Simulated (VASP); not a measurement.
LiCl: single point with r2SCAN

LiCl:

```
CELL_PARAMETERS angstrom
3.21421 0.00000 0.00000
0.00000 3.21421 0.00000
0.00000 0.00000 3.27112
ATOMIC_POSITIONS crystal
Li 0.00000 0.00000 0.00000
Cl 0.50000 0.50000 0.50000
```

This cell differs from its parent crystal: biaxial xy strain -1.7%.

```yaml
Program: VASP 6.6.1
Task: single point
Functional: r2SCAN
Potentials_or_basis: VASP PAW PBE potentials, release 64 (Li_sv, Cl)
Cutoff: 520 eV
k_mesh: 8 × 8 × 8
Occupations: gaussian, width 0.01 eV
Spin: no spin polarisation
Dipole_correction: no
Further_INCAR_settings: ALGO = Normal; EDIFF = 1e-07; NBANDS = 12
```

```
Band gap on the k mesh : 5.49 eV, indirect (least direct gap 5.84 eV)
```

Levels at points of the mesh, in eV from the valence-band top:
```
           k point  band 3  band 4  band 5  band 6  band 7  band 8
(0.00, 0.00, 0.00)   -1.09   -0.88   -0.88    5.49    9.18    9.36
(0.50, 0.00, 0.00)   -4.26   -0.55   -0.36    6.64   10.78   10.92
(0.50, 0.50, 0.00)   -3.63   -3.63   -0.14    5.93   10.85   10.85
(0.00, 0.00, 0.50)   -4.25   -0.40   -0.40    6.77   10.83   11.11
(0.50, 0.00, 0.50)   -3.69   -3.62    0.00    5.84   10.90   11.08
(0.50, 0.50, 0.50)   -2.78   -2.78   -2.69    5.65    5.65    5.70
```

Run time: 73 s on 1 thread of AMD EPYC 7R13 Processor (Zen 3), with other jobs on the host, peak memory 0.12 GiB.

Caveat: the cell differs from its parent crystal (biaxial xy strain -1.7%). A k mesh can miss the band edges.
